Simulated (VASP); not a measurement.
Set up this calculation in VASP 6.6.1, as the native input.

- Task: electric field gradients
- Functional: PBEsol
- Potentials or basis: VASP PAW PBE potentials, release 64 (Rb_sv, Br)
- Cutoff: 520 eV
- k mesh: 7 × 7 × 7
- Occupations: fermi-dirac, width 0.03 eV
- Spin: no spin polarisation
- Dipole correction: no
- Further INCAR settings: ALGO = Normal; EDIFF = 1e-08; NBANDS = 15

The structure of RbBr lies in POSCAR:

```
RbBr
1.0
    0.0000000000      3.3589500000      3.4275000000
    3.3589500000      0.0000000000      3.4275000000
    3.3589500000      3.3589500000      0.0000000000
Rb Br
1 1
Direct
    0.0000000000      0.0000000000      0.0000000000
    0.5000000000      0.5000000000      0.5000000000
```

This cell differs from its parent crystal: equal xx and yy strain of -2 %.

One way to write it, as run:

INCAR

```
ALGO = Normal
EDIFF = 1E-8
ENCUT = 520
GGA = PS
ISIF = 2
ISMEAR = -1
LASPH = True
LCHARG = False
LEFG = True
LREAL = False
LWAVE = False
NBANDS = 15
NELM = 60
PREC = Accurate
SIGMA = 0.03
```

KPOINTS

```
k-points
0
Gamma
  7 7 7
```

Potentials or basis: VASP PAW PBE potentials, release 64 (Rb_sv, Br).

Run with:

```bash
$ cat potpaw_PBE.64/Rb_sv/POTCAR potpaw_PBE.64/Br/POTCAR > POTCAR
$ mpirun -np 1 vasp_std > vasp.out
```

Results of the run:

The pressure is 0.6 GPa and the band gap on the k mesh is 4.29 eV, direct.

Caveat: the cell differs from its parent crystal (equal xx and yy strain of -2 %); without QUAD_EFG the Cq values of the log hold for a quadrupole moment of 1 mb, not for the nuclei; the PAW data sets were made with another functional, which shifts forces and pressure a little.

It took 42 s on 1 thread of Intel Xeon 6975P-C, on a shared host, peak memory 0.22 GiB.
